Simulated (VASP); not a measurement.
# InSb: single point with LDA

InSb:

```
CELL_PARAMETERS angstrom
3.22501 0.00000 0.00000
0.00000 3.22501 0.00000
0.00000 0.00000 6.08882
ATOMIC_POSITIONS crystal
In 0.00000 0.00000 0.00000
Sb 0.00000 0.00000 0.50000
```

| Item | Value |
| --- | --- |
| Program | VASP 6.6.1 |
| Task | single point |
| Functional | LDA |
| Potentials or basis | VASP PAW LDA potentials, release 64 (In_d, Sb) |
| Cutoff | 520 eV |
| k mesh | 16 × 16 × 8 |
| Occupations | gaussian, width 0.15 eV |
| Spin | no spin polarisation |

```yaml
Pressure: -5.5 GPa
Band_gap_on_the_k_mesh: zero (bands 9 and 10 overlap by 4.72 eV)
```

Stress tensor (GPa, compression positive):
```
-6.98  0.00  0.00
 0.00 -6.98  0.00
 0.00  0.00 -2.45
```

Levels at points of the mesh, in eV from the Fermi level:
| k point | band 6 | band 7 | band 8 | band 9 | band 10 | band 11 | band 12 | band 13 |
| --- | --- | --- | --- | --- | --- | --- | --- | --- |
| (0.00, 0.00, 0.00) | -11.05 | -6.26 | -4.20 | 3.33 | 3.33 | 6.04 | 7.21 | 7.76 |
| (0.50, 0.00, 0.00) | -8.95 | -4.50 | -3.39 | -2.33 | -1.07 | 3.22 | 4.99 | 8.20 |
| (0.50, 0.50, 0.00) | -6.78 | -2.68 | -2.68 | -0.58 | -0.22 | 1.07 | 1.07 | 2.85 |
| (0.00, 0.00, 0.50) | -10.90 | -7.70 | -0.23 | 0.83 | 3.55 | 3.55 | 7.03 | 7.03 |
| (0.50, 0.00, 0.50) | -8.88 | -5.03 | -4.15 | -2.06 | 1.88 | 3.19 | 5.18 | 6.28 |
| (0.50, 0.50, 0.50) | -6.76 | -2.41 | -2.41 | -2.39 | 0.22 | 0.22 | 3.26 | 4.26 |

Run time: 2.2 min on 1 thread of Intel Xeon 8259CL, on a shared host, peak memory 0.34 GiB.

Caveat: the cell stands under tension; spin-orbit coupling is left out, which moves the levels of the heavy elements.
